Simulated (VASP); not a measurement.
# NaI in VASP: further runs, part 2 of 2

VASP 6.6.1. Earlier steps stand in the parts before.

## 4. Electric field gradients, LDA (equal xy, yz and zx shear strains of -1 %)

INCAR

```
ALGO = Normal ; EDIFF = 1E-8
ENCUT = 520 ; GGA = CA
ISIF = 2 ; ISMEAR = -1
LASPH = T ; LCHARG = F
LEFG = T ; LREAL = F
LWAVE = F ; NBANDS = 14
NELM = 60 ; PREC = Accurate
SIGMA = 0.02
```

KPOINTS

```
k-points
0
Gamma
  8 8 8
```

POSCAR

```
NaI
1.0
   -0.0323640000      3.2202180000      3.2202180000
    3.2202180000     -0.0323640000      3.2202180000
    3.2202180000      3.2202180000     -0.0323640000
Na I
1 1
Direct
    0.0000000000      0.0000000000      0.0000000000
    0.5000000000      0.5000000000      0.5000000000
```

Potentials or basis: VASP PAW LDA potentials, release 64 (Na_pv, I).

Started as:

```sh
cat potpaw_LDA.64/Na_pv/POTCAR potpaw_LDA.64/I/POTCAR > POTCAR
mpirun -np 1 vasp_std > vasp.out
```

OUTCAR:

```text
EDIFF = 1E-8
   ENCUT = 520
   GGA = CA
   ISIF = 2
   ISMEAR = -1
   LASPH = T
   LREAL = F
   NELM = 60
   PREC = Accurate

 ion  position               nearest neighbor table
   1  0.000  0.000  0.000-
   2  0.500  0.500  0.500-

  LATTYP: Found a trigonal (rhomboedric) cell.
 ALAT       =     4.5541909670
 COS(alpha) =     0.4899250057

  Lattice vectors:

 A1 = (  -0.0323640000,   3.2202180000,   3.2202180000)
 A2 = (   3.2202180000,  -0.0323640000,   3.2202180000)
 A3 = (   3.2202180000,   3.2202180000,  -0.0323640000)

Analysis of symmetry for initial positions (statically):
=====================================================================
 Subroutine PRICEL returns:
 Original cell was already a primitive cell.

 Routine SETGRP: Setting up the symmetry group for a
 trigonal (rhombohedral) supercell.

 Subroutine GETGRP returns: Found 12 space group operations
 (whereof 12 operations were pure point group operations)
[... 596 lines left out ...]
    -0.032364000  3.220218000  3.220218000    -0.152947642  0.154500410  0.154500410
     3.220218000 -0.032364000  3.220218000     0.154500410 -0.152947642  0.154500410
     3.220218000  3.220218000 -0.032364000     0.154500410  0.154500410 -0.152947642

 POSITION                                       TOTAL-FORCE (eV/Angst)
 -----------------------------------------------------------------------------------
      0.00000      0.00000      0.00000         0.000000     -0.000000      0.000000
      3.20404      3.20404      3.20404        -0.000000      0.000000     -0.000000
 -----------------------------------------------------------------------------------
    total drift:                                0.000000      0.000000      0.000000

  FREE ENERGIE OF THE ION-ELECTRON SYSTEM (eV)
  ---------------------------------------------------
  free  energy   TOTEN  =        -5.9814872289 eV

  energy  without entropy=       -5.9814872289  energy(sigma->0) =       -5.98148723

 Electric field gradients (V/A^2)
---------------------------------------------------------------------
 ion       V_xx      V_yy      V_zz      V_xy      V_xz      V_yz
---------------------------------------------------------------------
   1      -0.000     0.000    -0.000     0.125     0.125     0.125
   2      -0.000    -0.000     0.000    -4.532    -4.532    -4.532
---------------------------------------------------------------------

 Electric field gradients after diagonalization (V/A^2)
 (convention: |V_zz| > |V_xx| > |V_yy|)
----------------------------------------------------------------------
 ion       V_xx      V_yy      V_zz     asymmetry (V_yy - V_xx)/ V_zz
----------------------------------------------------------------------
   1      -0.125    -0.125     0.251       0.000
   2       4.532     4.532    -9.064       0.000
----------------------------------------------------------------------

           NMR quadrupolar parameters

 Cq : quadrupolar parameter    Cq=e*Q*V_zz/h
 eta: asymmetry parameters     (V_yy - V_xx)/ V_zz
 Q  : nuclear electric quadrupole moment in mb (millibarn)
----------------------------------------------------------------------
 ion       Cq(MHz)       eta       Q (mb)
----------------------------------------------------------------------
   1       0.001       0.000       1.000
   2      -0.022       0.000       1.000
----------------------------------------------------------------------
```

stdout:

```text
POSCAR found type information on POSCAR NaI
 POSCAR found :  2 types and       2 ions
 scaLAPACK will be used
 LDA part: xc-table for (Slater(with rela. corr.)+CA(PZ))
 , standard interpolation
 POSCAR, INCAR and KPOINTS ok, starting setup
 FFT: planning ... GRIDC
 FFT: planning ... GRID_SOFT
 FFT: planning ... GRID
 WAVECAR not read
 entering main loop
ion   1

ion   2
```

It took 26 s on 1 thread of Intel Xeon Platinum 8488C (Sapphire Rapids), shared host; peak memory 0.2 GiB.

What came out:

| Property | Result |
| --- | --- |
| Free energy | -5.9815 eV |
| Pressure | -1.6 GPa |
| Band gap on the k mesh | 3.30 eV |
| Largest electric field gradient by atom | Na +0.3; I -9.1 V/Å² |

Stress tensor (GPa, compression positive):
```
-1.63  0.07  0.07
 0.07 -1.63  0.07
 0.07  0.07 -1.63
```

Levels at points of the mesh, in eV from the valence-band top:
| k point | band 5 | band 6 | band 7 | band 8 | band 9 | band 10 |
| --- | --- | --- | --- | --- | --- | --- |
| (0.00, 0.00, 0.00) | -0.06 | -0.06 | 0.00 | 3.30 | 7.70 | 7.70 |
| (0.50, 0.00, 0.00) | -2.29 | -0.34 | -0.30 | 4.83 | 7.21 | 7.31 |
| (0.50, 0.50, 0.00) | -2.00 | -0.84 | -0.78 | 4.22 | 5.33 | 9.56 |
| (0.50, 0.50, 0.50) | -2.28 | -0.37 | -0.37 | 4.78 | 7.16 | 7.16 |

Electric field gradients, principal values (V/Å²):
| atom | least | middle | greatest (by size) |
| --- | --- | --- | --- |
| 1 Na | -0.125 | -0.125 | 0.251 |
| 2 I | 4.532 | 4.532 | -9.064 |

Caveat: the cell differs from its parent crystal (equal xy, yz and zx shear strains of -1 %); without QUAD_EFG the Cq values of the log hold for a quadrupole moment of 1 mb, not for the nuclei; spin-orbit coupling is left out, which moves the levels of the heavy elements.

## 5. Electric field gradients, LDA (equal xy, yz and zx shear strains of +1 %)

INCAR

```
PREC = Accurate
ENCUT = 520
EDIFF = 1E-8
ISMEAR = -1
SIGMA = 0.02
LREAL = F
LASPH = T
NELM = 60
ALGO = Normal
ISIF = 2
LWAVE = F
LCHARG = F
LEFG = T
NBANDS = 14
```

KPOINTS

```
regular mesh
0
Gamma
  8 8 8
```

POSCAR

```
NaI
1.0
    0.0323640000      3.2525820000      3.2525820000
    3.2525820000      0.0323640000      3.2525820000
    3.2525820000      3.2525820000      0.0323640000
Na I
1 1
Direct
    0.0000000000      0.0000000000      0.0000000000
    0.5000000000      0.5000000000      0.5000000000
```

Potentials or basis: VASP PAW LDA potentials, release 64 (Na_pv, I).

Started as:

```sh
cat potpaw_LDA.64/Na_pv/POTCAR potpaw_LDA.64/I/POTCAR > POTCAR
mpirun -np 1 vasp_std > vasp.out
```

OUTCAR:

```text
PREC = Accurate
   ENCUT = 520
   EDIFF = 1E-8
   ISMEAR = -1
   LREAL = F
   LASPH = T
   NELM = 60
   ISIF = 2

 ion  position               nearest neighbor table
   1  0.000  0.000  0.000-
   2  0.500  0.500  0.500-

  LATTYP: Found a trigonal (rhomboedric) cell.
 ALAT       =     4.5999594305
 COS(alpha) =     0.5099250056

  Lattice vectors:

 A1 = (   0.0323640000,   3.2525820000,   3.2525820000)
 A2 = (   3.2525820000,   0.0323640000,   3.2525820000)
 A3 = (   3.2525820000,   3.2525820000,   0.0323640000)

Analysis of symmetry for initial positions (statically):
=====================================================================
 Subroutine PRICEL returns:
 Original cell was already a primitive cell.

 Routine SETGRP: Setting up the symmetry group for a
 trigonal (rhombohedral) supercell.

 Subroutine GETGRP returns: Found 12 space group operations
 (whereof 12 operations were pure point group operations)
 out of a pool of 12 trial point group operations.

The static configuration has the point symmetry D_3d.

Analysis of symmetry for dynamics (positions and initial velocities):
=====================================================================
 Subroutine PRICEL returns:
 Original cell was already a primitive cell.

 Routine SETGRP: Setting up the symmetry group for a
 trigonal (rhombohedral) supercell.

 Subroutine GETGRP returns: Found 12 space group operations
 (whereof 12 operations were pure point group operations)
 out of a pool of 12 trial point group operations.

The dynamic configuration has the point symmetry D_3d.

 Subroutine INISYM returns: Found 12 space group operations
 (whereof 12 operations are pure point group operations),
 and found     1 'primitive' translations

----------------------------------------------------------------------------------------

                                     Primitive cell

  volume of cell :      67.7929

  direct lattice vectors                    reciprocal lattice vectors
     0.032364000  3.252582000  3.252582000    -0.156037649  0.154500333  0.154500333
     3.252582000  0.032364000  3.252582000     0.154500333 -0.156037649  0.154500333
     3.252582000  3.252582000  0.032364000     0.154500333  0.154500333 -0.156037649

  length of vectors
     4.599959430  4.599959430  4.599959430     0.268492930  0.268492930  0.268492930

  position of ions in fractional coordinates (direct lattice)
     0.000000000  0.000000000  0.000000000
     0.500000000  0.500000000  0.500000000

  ion indices of the primitive-cell ions
   primitive index   ion index
                 1           1
                 2           2

----------------------------------------------------------------------------------------

 KPOINTS: regular mesh

Automatic generation of k-mesh.
 Grid dimensions read from file:
 generate k-points for:    8    8    8

 Generating k-lattice:

  Cartesian coordinates                     Fractional coordinates (reciprocal lattice)
[... 80 lines left out ...]
     AMIX_MAG =   1.60;   BMIX_MAG =  1.00
  volume/ion in A,a.u.               =      33.90       228.74
  Fermi-wavevector in a.u.,A,eV,Ry     =   0.967660  1.828612 12.740032  0.936366
  Thomas-Fermi vector in A             =   2.097564
   LORBIT       =      0    0 simple, 1 ext, 2 COOP (PROOUT), +10 PAW based schemes
   GGA     = CA    functional components
   LHFCALC =     F    Hartree Fock is set to
   AEXX    =    0.0000 exact exchange contribution
   IVDW    =     0    specifies the selected vdW correction
   LEPSILON=     F    determine dielectric tensor
   LRPA    =     F    only Hartree local field effects (RPA)
 non-spin polarized calculation
  energy-cutoff  :      520.00
  volume of cell :       67.79
 maximum number of plane-waves:      1850
 NGX is ok and might be reduce to    36
   NGX = 17   NGY = 17   NGZ = 17

 number of electron      14.0000001 magnetization

 Free energy of the ion-electron system (eV)
  ---------------------------------------------------
  ext. energy  EPLUGINS =         0.00000000
  ---------------------------------------------------
  free energy    TOTEN  =        -5.98148088 eV

  energy without entropy =       -5.98148088  energy(sigma->0) =       -5.98148088

 E-fermi :   1.1220     XC(G=0):  -8.1003

 val. band max:        0.6421471728   @ k =   0.0000   0.0000   0.0000
 cond. band min:       3.9639836019   @ k =   0.0000   0.0000   0.0000
 fundamental gap:      3.3218364290
 Fermi energy:         1.1220377268

 k-point     1 :       0.0000    0.0000    0.0000
  band No.  band energies     occupation
      1     -21.7686      2.00000
      2     -21.7686      2.00000
      3     -21.7673      2.00000
      4     -10.4641      2.00000
      5       0.5756      2.00000
      6       0.6421      2.00000
      7       0.6421      2.00000
      8       3.9640      0.00000
      9       8.3053      0.00000
     10       8.4739      0.00000
     11       8.4739      0.00000
     12      10.2873      0.00000
     13      10.2873      0.00000
     14      10.8110      0.00000
[... 377 lines left out ...]
      1     -21.7718      2.00000
      2     -21.7688      2.00000
      3     -21.7684      2.00000
      4     -10.2458      2.00000
      5      -0.9569      2.00000
      6       0.0905      2.00000
      7       0.4686      2.00000
      8       5.8434      0.00000
      9       7.8377      0.00000
     10       7.8816      0.00000
     11       8.4387      0.00000
     12       9.7691      0.00000
     13      11.4158      0.00000
     14      11.5439      0.00000

 [... further k-points ...]

------------------------ aborting loop because EDIFF is reached ----------------------------------------

  FORCE on cell =-STRESS in cart. coord.  units (eV):
  Direction    XX          YY          ZZ          XY          YZ          ZX
  --------------------------------------------------------------------------------------
  -------------------------------------------------------------------------------------
  Total       -0.6876347     -0.6876347     -0.6876347     -0.0297658     -0.0297658     -0.0297658
  in kB      -16.2511552    -16.2511552    -16.2511552     -0.7034668     -0.7034668     -0.7034668
  external PRESSURE =     -16.2511552 kB  Pullay stress =       0.0000000 kB

 VOLUME and BASIS-vectors are now :
 -----------------------------------------------------------------------------
  energy-cutoff  :      520.00
  volume of cell :       67.79
      direct lattice vectors                 reciprocal lattice vectors
     0.032364000  3.252582000  3.252582000    -0.156037649  0.154500333  0.154500333
     3.252582000  0.032364000  3.252582000     0.154500333 -0.156037649  0.154500333
     3.252582000  3.252582000  0.032364000     0.154500333  0.154500333 -0.156037649

 POSITION                                       TOTAL-FORCE (eV/Angst)
 -----------------------------------------------------------------------------------
      0.00000      0.00000      0.00000         0.000000     -0.000000     -0.000000
      3.26876      3.26876      3.26876        -0.000000      0.000000      0.000000
 -----------------------------------------------------------------------------------
    total drift:                                0.000000      0.000000      0.000000

  FREE ENERGIE OF THE ION-ELECTRON SYSTEM (eV)
  ---------------------------------------------------
  free  energy   TOTEN  =        -5.9814808831 eV

  energy  without entropy=       -5.9814808831  energy(sigma->0) =       -5.98148088

 Electric field gradients (V/A^2)
---------------------------------------------------------------------
 ion       V_xx      V_yy      V_zz      V_xy      V_xz      V_yz
---------------------------------------------------------------------
   1      -0.000     0.000     0.000    -0.131    -0.131    -0.131
   2       0.000    -0.000     0.000     4.649     4.649     4.649
---------------------------------------------------------------------

 Electric field gradients after diagonalization (V/A^2)
 (convention: |V_zz| > |V_xx| > |V_yy|)
----------------------------------------------------------------------
 ion       V_xx      V_yy      V_zz     asymmetry (V_yy - V_xx)/ V_zz
----------------------------------------------------------------------
   1       0.131     0.131    -0.261       0.000
   2      -4.649    -4.649     9.299       0.000
----------------------------------------------------------------------

           NMR quadrupolar parameters

 Cq : quadrupolar parameter    Cq=e*Q*V_zz/h
 eta: asymmetry parameters     (V_yy - V_xx)/ V_zz
 Q  : nuclear electric quadrupole moment in mb (millibarn)
----------------------------------------------------------------------
 ion       Cq(MHz)       eta       Q (mb)
----------------------------------------------------------------------
   1      -0.001       0.000       1.000
   2       0.022       0.000       1.000
----------------------------------------------------------------------
```

Run time: 25 s. Hardware: 1 thread of Intel Xeon Platinum 8488C (Sapphire Rapids), shared host; peak memory 0.21 GiB.

What came out:

```yaml
Free_energy: -5.9815 eV
Pressure: -1.6 GPa
Band_gap_on_the_k_mesh: 3.32 eV
Largest_electric_field_gradient_by_atom: Na -0.3; I +9.3 V/Å²
```

Stress tensor (GPa, compression positive):
```
-1.63 -0.07 -0.07
-0.07 -1.63 -0.07
-0.07 -0.07 -1.63
```

Electric field gradients, principal values (V/Å²):
```csv
atom,least,middle,greatest (by size)
1 Na,0.131,0.131,-0.261
2 I,-4.649,-4.649,9.299
```

Caveat: the cell differs from its parent crystal (equal xy, yz and zx shear strains of +1 %); without QUAD_EFG the Cq values of the log hold for a quadrupole moment of 1 mb, not for the nuclei; spin-orbit coupling is left out, which moves the levels of the heavy elements.

## 6. Summary

| cell | gap on the mesh (eV) | pressure (GPa) |
| --- | --- | --- |
| a = 4.623, b = 4.623, c = 4.668 Å, angles 59.7, 59.7, 60.7°, 2 atoms | 3.24 | -2.1 |
| a = 4.532 Å, angles 61.3°, 2 atoms | 3.26 | -1.6 |
| a = 4.554 Å, angles 60.7°, 2 atoms | 3.30 | -1.6 |
| a = 4.600 Å, angles 59.3°, 2 atoms | 3.32 | -1.6 |

Alike in all rows: task electric field gradients; level LDA; potentials or basis VASP PAW LDA potentials, release 64 (Na_pv, I); no spin polarisation; k mesh 8 × 8 × 8; cutoff (eV) 520; smearing fermi-dirac 0.02 eV.

Caveats: spin-orbit coupling is left out, which moves the levels of the heavy elements.

Total energies depend on the potentials used, so only differences within one code and one set of settings carry meaning.
